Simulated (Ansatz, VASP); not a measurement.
**GaAs: VASP beside Ansatz**

Contents of INCAR:

```
SYSTEM = GaAs
ALGO = Normal
EDIFF = 1E-6
ENCUT = 510
GGA = PE
GGA_COMPAT = .FALSE.
ISIF = 2
ISMEAR = -1
LASPH = .TRUE.
LCHARG = .TRUE.
LELF = .TRUE.
LREAL = .FALSE.
LVHAR = .TRUE.
LWAVE = .FALSE.
NBANDS = 21
NELM = 120
PREC = Accurate
SIGMA = 0.02
```

File KPOINTS:

```
k-points
0
G
  8 8 8
  0 0 0
```

File POSCAR:

```
GaAs
1.0
    0.0000000000      2.8330850953      2.8330850953
    2.8472505207      0.0000000000      2.8330850953
    2.8472505207      2.8330850953      0.0000000000
Ga As
1 1
Direct
    0.0000000000      0.0000000000      0.0000000000
    0.2500000000      0.2500000000      0.2500000000
```

Input for Ansatz:

```yaml
crystal:
  lattice:
    - [0.0, 2.8330850953, 2.8330850953]
    - [2.8472505207, 0.0, 2.8330850953]
    - [2.8472505207, 2.8330850953, 0.0]
  atoms:
    - { symbol: Ga, position: [0.0, 0.0, 0.0] }
    - { symbol: As, position: [0.25, 0.25, 0.25] }
kpoints:
  mp_grid: { grid: [8, 8, 8] }
  band_path:
    path:
      - [0.0, 0.0, 0.0]
      - [-0.5, -0.5, 0.0]
      - [-0.375, -0.375, 0.25]
      - [-0.375, 0.0, 0.375]
      - [0.0, 0.0, 0.5]
      - [-0.5, -0.25, 0.25]
    npoints: 1
hamiltonian:
  xc: pbe
scf:
  occupations: { method: fermi_dirac, width: 0.02 }
  n_extra_bands: 4
output:
  forces: true
  stress: true
  eigenvalues: true
```

Change from the starting cell: uniaxial_x strain +0.5%.

Alike in both runs: task single point; functional PBE; k mesh 8 × 8 × 8; occupations fermi-dirac, width 0.02 eV; no spin polarisation.

|  | VASP | Ansatz |
| --- | --- | --- |
| version | VASP 6.6.1 | Ansatz 0.2.0 |
| potentials or method | VASP PAW PBE potentials, release 64 (Ga_d, As_d) | plane waves, PAW |
| plane-wave cutoff (eV) | 510 | 420 |
| valence electrons in the cell | 28 | 28 |

```csv
,VASP,Ansatz,Ansatz less VASP
pressure (GPa),2.4,2.4,+0.05
"traceless stress, the component that is largest in VASP (GPa)",-0.20,-0.20,-0.001
```
